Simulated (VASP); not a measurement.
# WSe2 in VASP: notebook, part 2 of 2

VASP 6.6.1.

**3. Single point, PBEsol+D3(BJ)**

This run uses another cell than the first one, of the same volume but with other edges.

INCAR reads:

```
  PREC = Accurate
  ENCUT = 520
  EDIFF = 1E-7
  ISMEAR = 0
  SIGMA = 0.05
  LREAL = F
  LASPH = T
  NELM = 80
  ALGO = Normal
  ISIF = 2
  LWAVE = F
  LCHARG = F
  GGA = PS
  IVDW = 12
  NBANDS = 20
```

KPOINTS reads:

```
Automatic mesh
0
Gamma
  12 12 2
```

POSCAR reads:

```
WSe2
1.0
    3.2644131109      0.0000000000      0.0000000000
   -1.6322065555      2.8270646825      0.0000000000
    0.0000000000      0.0000000000     17.2088864976
W Se
1 2
Direct
    0.0000000000      0.0000000000      0.0000000000
    0.3333333333      0.6666666667      0.0997865200
    0.3333333333      0.6666666667      0.9002134800
```

Potentials or basis: VASP PAW PBE potentials, release 64 (W_sv, Se).

The run is started by

```
$ cat potpaw_PBE.64/W_sv/POTCAR potpaw_PBE.64/Se/POTCAR > POTCAR
$ mpirun -np 1 vasp_std > vasp.out
```

OUTCAR:

```text
PREC = Accurate
   ENCUT = 520
   EDIFF = 1E-7
   ISMEAR = 0
   LREAL = F
   LASPH = T
   NELM = 80
   ISIF = 2
   GGA = PS
   IVDW = 12
 IVDW          = 12

 ion  position               nearest neighbor table
   1  0.000  0.000  0.000-   2 2.55   3 2.55   2 2.55   3 2.55   2 2.55   3 2.55
   2  0.333  0.667  0.100-   1 2.55   1 2.55   1 2.55
   3  0.333  0.667  0.900-   1 2.55   1 2.55   1 2.55

  LATTYP: Found a hexagonal cell.
 ALAT       =     3.2644131109
 C/A-ratio  =     5.2716632096

  Lattice vectors:

 A1 = (   3.2644131109,   0.0000000000,   0.0000000000)
 A2 = (  -1.6322065555,   2.8270646825,   0.0000000000)
 A3 = (   0.0000000000,   0.0000000000,  17.2088864976)

Analysis of symmetry for initial positions (statically):
=====================================================================
 Subroutine PRICEL returns:
 Original cell was already a primitive cell.

 Routine SETGRP: Setting up the symmetry group for a
 hexagonal supercell.

 Subroutine GETGRP returns: Found 12 space group operations
 (whereof 12 operations were pure point group operations)
 out of a pool of 24 trial point group operations.

The static configuration has the point symmetry D_3h.

Analysis of symmetry for dynamics (positions and initial velocities):
=====================================================================
 Subroutine PRICEL returns:
 Original cell was already a primitive cell.

 Routine SETGRP: Setting up the symmetry group for a
 hexagonal supercell.

 Subroutine GETGRP returns: Found 12 space group operations
 (whereof 12 operations were pure point group operations)
 out of a pool of 24 trial point group operations.

The dynamic configuration has the point symmetry D_3h.

 Subroutine INISYM returns: Found 12 space group operations
[... 113 lines left out ...]
   EFERMI =   0.00;   METHOD = LEGACY
   ISMEAR =     0;   SIGMA  =   0.05  broadening in eV -4-tet -1-fermi 0-gaus
   EFERMI_NEDOS =   21; number of points for ismear=-14 and -15
   IALGO  =     38    algorithm
   IMIX   =      4    mixing-type and parameters
     AMIX     =   0.40;   BMIX     =  1.00
     AMIX_MAG =   1.60;   BMIX_MAG =  1.00
  volume/ion in A,a.u.               =      52.94       357.25
  Fermi-wavevector in a.u.,A,eV,Ry     =   0.895574  1.692389 10.912587  0.802053
  Thomas-Fermi vector in A             =   2.017923
   LORBIT       =      0    0 simple, 1 ext, 2 COOP (PROOUT), +10 PAW based schemes
   GGA     = PS    functional components
   LHFCALC =     F    Hartree Fock is set to
   AEXX    =    0.0000 exact exchange contribution
   IVDW    =    12    specifies the selected vdW correction
   LEPSILON=     F    determine dielectric tensor
   LRPA    =     F    only Hartree local field effects (RPA)
 non-spin polarized calculation
 Gauss-broadening in eV      SIGMA  =   0.05
  energy-cutoff  :      520.00
  volume of cell :      158.82
 maximum number of plane-waves:      4344
   NGX = 13   NGY = 13   NGZ = 63

 number of electron      25.9999999 magnetization

 Free energy of the ion-electron system (eV)
  ---------------------------------------------------
  ext. energy  EPLUGINS =         0.00000000
  ---------------------------------------------------
  free energy    TOTEN  =       -23.20851645 eV

  energy without entropy =      -23.20851645  energy(sigma->0) =      -23.20851645

 E-fermi :  -0.4947     XC(G=0):  -4.7380

 val. band max:       -0.8856877178   @ k =   0.3333   0.3333   0.5000
 cond. band min:       0.6418649254   @ k =   0.1667   0.1667   0.0000
 fundamental gap:      1.5275526433
 Fermi energy:        -0.4946622237

 k-point     1 :       0.0000    0.0000    0.0000
  band No.  band energies     occupation
      1     -74.8907      2.00000
      2     -39.1440      2.00000
      3     -38.9759      2.00000
      4     -38.9759      2.00000
      5     -15.6891      2.00000
      6     -14.5250      2.00000
[... 541 lines left out ...]
     19       5.6910      0.00000
     20       5.7588      0.00000

 [... further k-points ...]

------------------------ aborting loop because EDIFF is reached ----------------------------------------

 Edisp (eV)   -0.86159

 E8    (eV) :    -0.5992

  FORCE on cell =-STRESS in cart. coord.  units (eV):
  Direction    XX          YY          ZZ          XY          YZ          ZX
  --------------------------------------------------------------------------------------
  -------------------------------------------------------------------------------------
  Total      -1.49092    -1.49092    -2.51383     0.00000     0.00000     0.00000
  in kB     -15.04080   -15.04080   -25.36021     0.00000     0.00000     0.00000
  external pressure =      -18.48 kB  Pullay stress =        0.00 kB

 VOLUME and BASIS-vectors are now :
 -----------------------------------------------------------------------------
  energy-cutoff  :      520.00
  volume of cell :      158.82
      direct lattice vectors                 reciprocal lattice vectors
     3.264413111  0.000000000  0.000000000     0.306333778  0.176861889  0.000000000
    -1.632206556  2.827064683  0.000000000     0.000000000  0.353723778  0.000000000
     0.000000000  0.000000000 17.208886498     0.000000000  0.000000000  0.058109512

 POSITION                                       TOTAL-FORCE (eV/Angst)
 -----------------------------------------------------------------------------------
      0.00000      0.00000      0.00000         0.000000     -0.000000      0.000000
     -0.00000      1.88471      1.71721        -0.000000      0.000000     -0.723183
     -0.00000      1.88471     15.49167        -0.000000      0.000000      0.723183
 -----------------------------------------------------------------------------------
    total drift:                                0.000000     -0.000000     -0.000000

  FREE ENERGIE OF THE ION-ELECTRON SYSTEM (eV)
  ---------------------------------------------------
  free  energy   TOTEN  =       -24.0701088962 eV

  energy  without entropy=      -24.0701088962  energy(sigma->0) =      -24.07010890
```

OSZICAR:

```text
N       E                     dE             d eps       ncg     rms          rms(c)
DAV:   1     0.165934739248E+03    0.16593E+03   -0.11991E+04  1824   0.110E+03
DAV:   2    -0.113016101513E+02   -0.17724E+03   -0.17169E+03  1976   0.254E+02
DAV:   3    -0.240300535058E+02   -0.12728E+02   -0.12634E+02  2052   0.634E+01
[... 14 lines left out ...]
DAV:  18    -0.232085029820E+02   -0.21852E-04   -0.10362E-06  1724   0.291E-03    0.858E-04
DAV:  19    -0.232085141223E+02   -0.11140E-04   -0.71081E-07  1608   0.193E-03    0.924E-04
DAV:  20    -0.232085158317E+02   -0.17094E-05   -0.71173E-08  1600   0.641E-04    0.393E-04
DAV:  21    -0.232085164189E+02   -0.58722E-06   -0.22828E-08  1340   0.419E-04    0.355E-05
DAV:  22    -0.232085164452E+02   -0.26334E-07   -0.62484E-10  1200   0.939E-05
   1 F= -.24070109E+02 E0= -.24070109E+02  d E =-.107458E-29
```

Wall time 60 s (1 thread of Intel Xeon 6975P-C (Granite Rapids), shared host); peak memory 0.32 GiB.

What came out:

```
Free energy                : -24.0701 eV
Largest force              : 0.723 eV/Å
Band gap on the k mesh     : 1.53 eV, indirect (least direct gap 1.80 eV)
Dispersion energy per atom : -0.287 eV
```

Forces on the atoms (eV/Å):
```
W    0.000  0.000  0.000
Se   0.000  0.000 -0.723
Se   0.000  0.000  0.723
```

Levels at points of the mesh, in eV from the valence-band top:
| k point | band 11 | band 12 | band 13 | band 14 | band 15 | band 16 |
| --- | --- | --- | --- | --- | --- | --- |
| (0.00, 0.00, 0.00) | -1.02 | -1.02 | -0.58 | 3.03 | 3.03 | 3.13 |
| (0.50, 0.00, 0.00) | -2.31 | -1.05 | -0.74 | 2.57 | 2.78 | 3.63 |
| (0.00, 0.00, 0.50) | -1.02 | -1.02 | -0.58 | 3.03 | 3.03 | 3.13 |
| (0.50, 0.00, 0.50) | -2.31 | -1.05 | -0.74 | 2.57 | 2.78 | 3.63 |

Caveat: the PAW data sets were made with another functional, which shifts forces and pressure a little; spin-orbit coupling is left out, which moves the levels of the heavy elements.
